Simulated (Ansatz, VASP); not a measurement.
Cd2S: VASP beside Ansatz

```xyz
3
Lattice="3.8834 0.0000 0.0000 -1.9417 3.3631 0.0000 0.0000 0.0000 5.8092" Properties=species:S:1:pos:R:3 pbc="T T T"
Cd    0.0000    2.2421    5.4183
Cd    1.9417    1.1210    3.3620
S     0.0000    2.2421    2.1245
```

Alike in both runs: task single point; functional PBEsol; k mesh 7 × 7 × 4; occupations fermi-dirac, width 0.05 eV; no spin polarisation.

|  | VASP | Ansatz |
| --- | --- | --- |
| version | VASP 6.6.1 | Ansatz 0.2.0 |
| potentials or method | VASP PAW PBE potentials, release 64 (Cd, S) | Ansatz PAW |
| plane-wave cutoff (eV) | 520 | 420 |
| valence electrons in the cell | 30 | 46 |

Ansatz gave:

```
gap on the k mesh at the Fermi level (eV)                     : 0.55
least direct gap on the mesh (eV)                             : 0.88
pressure (GPa)                                                : -1.8
traceless stress, the component that is largest in VASP (GPa) : -1.08
rms of the force components (eV/Å)                            : 0.041
```

**Question.** Which values does VASP return?

**Answer.** gap on the k mesh at the Fermi level (eV): 0.55; least direct gap on the mesh (eV): 0.88; pressure (GPa): -1.4; traceless stress, the component that is largest in VASP (GPa): -1.00; rms of the force components (eV/Å): 0.041.

VASP's potentials were made for PBE, not for PBEsol. Atom by atom the forces differ by 0.013 eV/Å (rms over components). VASP's potentials hold 30 valence electrons a cell and Ansatz's 46, so a difference there can come from the potentials and not from the codes.

Noted on Ansatz's run: odd divisions of the mesh miss points on the zone boundary, where band edges often lie, so the gap on the mesh can be too wide.
